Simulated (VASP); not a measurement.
Wanted: the native input for a VASP 6.6.1 run.

* Task: single point
* Functional: r2SCAN
* Potentials or basis: VASP PAW PBE potentials, release 64 (C)
* Cutoff: 520 eV
* k mesh: 13 × 13 × 13
* Occupations: fermi-dirac, width 0.05 eV
* Spin: no spin polarisation
* Dipole correction: no
* Further INCAR settings: ALGO = Normal; EDIFF = 1e-06; NBANDS = 11

The system is C.

```
CELL_PARAMETERS angstrom
0.00000 1.74696 1.74696
1.74696 0.00000 1.74696
1.74696 1.74696 0.00000
ATOMIC_POSITIONS crystal
C 0.75000 0.75000 0.75000
C 0.50000 0.50000 0.50000
```

These files were run (other wordings do the same):

POSCAR

```
C
1.0
    0.0000000000      1.7469644787      1.7469644787
    1.7469644787      0.0000000000      1.7469644787
    1.7469644787      1.7469644787      0.0000000000
C
2
Direct
    0.7500000000      0.7500000000      0.7500000000
    0.5000000000      0.5000000000      0.5000000000
```

INCAR.step1

```
PREC     = Accurate       # precision mode
ENCUT    = 520            # plane-wave cutoff, eV
ISMEAR   = -1             # smearing method
SIGMA    = 0.05           # smearing width, eV
LREAL    = F              # projectors in reciprocal space
LASPH    = T              # aspherical terms in the spheres
NELM     = 80             # most SCF steps
NBANDS   = 11             # bands
GGA      = PE             # functional
ALGO     = Normal         # electronic algorithm
EDIFF    = 1E-4           # SCF threshold, eV
LWAVE    = T              # write WAVECAR
LCHARG   = F              # write CHGCAR
```

INCAR.step2

```
PREC     = Accurate       # precision mode
ENCUT    = 520            # plane-wave cutoff, eV
EDIFF    = 1E-6           # SCF threshold, eV
ISMEAR   = -1             # smearing method
SIGMA    = 0.05           # smearing width, eV
LREAL    = F              # projectors in reciprocal space
LASPH    = T              # aspherical terms in the spheres
NELM     = 80             # most SCF steps
ALGO     = Normal         # electronic algorithm
ISIF     = 2              # what is computed and relaxed
LWAVE    = F              # write WAVECAR
LCHARG   = F              # write CHGCAR
METAGGA  = R2SCAN         # meta-GGA
LMIXTAU  = T            
NBANDS   = 11             # bands
ISTART   = 1
```

KPOINTS

```
regular mesh
0
Gamma
  13 13 13
```

Potentials or basis: VASP PAW PBE potentials, release 64 (C).

Command:

```bash
$ cat potpaw_PBE.64/C/POTCAR > POTCAR
$ cp INCAR.step1 INCAR
$ mpirun -np 1 vasp_std > vasp.out
$ cp INCAR.step2 INCAR
$ mpirun -np 1 vasp_std > vasp.out
```

It gave:

```
Pressure               : 29.6 GPa
Band gap on the k mesh : 4.48 eV (least direct gap 6.01 eV)
```

Caveat: the cell stands under pressure; the PAW data sets were made with another functional, which shifts forces and pressure a little; an odd mesh through Γ misses points on the zone boundary, where band edges can lie.

Wall time 27 s on 1 thread of Intel(R) Xeon(R) Platinum 8259CL CPU @ 2.50GHz (Skylake/Cascade Lake), on a shared host, peak memory 0.12 GiB.
